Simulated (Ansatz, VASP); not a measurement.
## TaN in VASP and in Ansatz

Contents of INCAR:

```
SYSTEM = TaN
PREC = Accurate
ENCUT = 520
EDIFF = 1E-6
ISMEAR = 0
SIGMA = 0.15
LREAL = .FALSE.
LASPH = .TRUE.
NELM = 80
ALGO = Normal
ISIF = 2
LWAVE = .FALSE.
LCHARG = .FALSE.
GGA = PE
NBANDS = 15
```

The input KPOINTS:

```
regular mesh
0
G
  18 18 18
  0 0 0
```

Contents of POSCAR:

```
TaN
1.0
    0.0000000000      2.2081122570      2.2374801500
    2.2081122570      0.0000000000      2.2374801500
    2.2081122570      2.2081122570      0.0000000000
Ta N
1 1
Direct
    0.5000000000      0.5000000000      0.5000000000
    0.0000000000      0.0000000000      0.0000000000
```

Input for Ansatz:

```yaml
crystal:
  lattice:
    - [0.0, 2.208112257, 2.23748015]
    - [2.208112257, 0.0, 2.23748015]
    - [2.208112257, 2.208112257, 0.0]
  atoms:
    - { symbol: Ta, position: [0.5, 0.5, 0.5] }
    - { symbol: "N", position: [0.0, 0.0, 0.0] }
basis:
  ecutwfc: 520.0
kpoints:
  mp_grid: { grid: [18, 18, 18] }
hamiltonian:
  xc: pbe
  pseudopotentials: { kind: paw, azcp: { folder: soft_1 } }
scf:
  occupations: { method: gaussian, width: 0.15 }
output:
  forces: true
  stress: true
  eigenvalues: true
  write_density: true
  write_potential: true
  elf: true
  volumetric_format: npy
```

Change from the starting cell: engineering shear strain xz +0.0000, normal strain along z +0.0133.

Alike in both runs: task single point; functional PBE; k mesh 18 × 18 × 18; occupations gaussian, width 0.15 eV; no spin polarisation.

```csv
,VASP,Ansatz
version,VASP 6.6.1,Ansatz 0.2.0
potentials or method,"VASP PAW PBE potentials, release 64 (Ta_pv, N), cutoff 520 eV","scalar-relativistic, plane waves, PAW"
valence electrons in the cell,16,18
```

```tsv
	VASP	Ansatz	Ansatz less VASP
gap on the k mesh at the Fermi level (eV)	none	none	-
pressure (GPa)	-3.2	-4.1	-0.96
traceless stress, the component that is largest in VASP (GPa)	-4.60	-4.57	+0.034
```

A gap of «none» marks a metal or a gap that the smearing closes. VASP's potentials hold 16 valence electrons a cell and Ansatz's 18, so a difference there can come from the potentials and not from the codes.

Neither program's run includes spin-orbit coupling.
